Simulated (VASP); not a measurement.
Write the native input for VASP 6.6.1 that does the following.

- Task: relaxation of cell and atoms
- Functional: PBE
- Potentials or basis: VASP PAW PBE potentials, release 64 (Mg)
- Cutoff: 600 eV
- k mesh: 15 × 15 × 15
- Occupations: fermi-dirac, width 0.08 eV
- Spin: no spin polarisation
- Target pressure: -0.31 GPa
- Dipole correction: no
- Further INCAR settings: ALGO = Normal; EDIFF = 1e-06; IBRION = 2; EDIFFG = -0.005; NSW = 60; ISIF = 3

The structure of Mg lies in POSCAR:

```
Mg
1.0
   -1.8001609651      1.8001609651      1.8001609651
    1.8001609651     -1.8001609651      1.8001609651
    1.8001609651      1.8001609651     -1.8001609651
Mg
1
Direct
    0.0000000000      0.0000000000      0.0000000000
```

This isn't the form of Mg at room conditions, which is hcp.

The input as run:

INCAR

```
ALGO     = Normal         # electronic algorithm
EDIFF    = 1E-6           # SCF threshold, eV
EDIFFG   = -0.005         # ionic threshold
ENCUT    = 600            # plane-wave cutoff, eV
GGA      = PE             # functional
IBRION   = 2              # ionic algorithm
ISIF     = 3              # what is computed and relaxed
ISMEAR   = -1             # smearing method
LASPH    = True           # aspherical terms in the spheres
LCHARG   = False          # write CHGCAR
LREAL    = False          # projectors in reciprocal space
LWAVE    = False          # write WAVECAR
NELM     = 60             # most SCF steps
NSW      = 60             # ionic steps
PREC     = Accurate       # precision mode
PSTRESS  = -3.1         
SIGMA    = 0.08           # smearing width, eV
```

KPOINTS

```
k-points
0
Gamma
  15 15 15
```

Potentials or basis: VASP PAW PBE potentials, release 64 (Mg).

Command:

```bash
$ cat potpaw_PBE.64/Mg/POTCAR > POTCAR
$ mpirun -np 1 vasp_std > vasp.out
```

It gave:

```
Relaxed volume                                             : 23.04 Å³/atom
Relaxed cell                                               : a = 3.105 Å, b = 3.105 Å, c = 3.105 Å, α = 109.47°, β = 109.47°, γ = 109.47°
Space group after relaxing (to 0.1 Å)                      : Im-3m (No. 229)
Energy change on relaxing (the run minimises the enthalpy) : -1.0 meV/atom
Ionic steps                                                : 3
Pressure after relaxing                                    : -0.3 GPa
Band gap on the k mesh                                     : zero (bands 1 and 2 overlap by 3.54 eV)
```

Caveat: the cell is relaxed towards a set pressure, so the run minimises the enthalpy, not the energy.

It took 11 s on 1 thread of AMD EPYC 9R45 96-Core Processor (Zen 5) (shared host), peak memory 0.14 GiB.
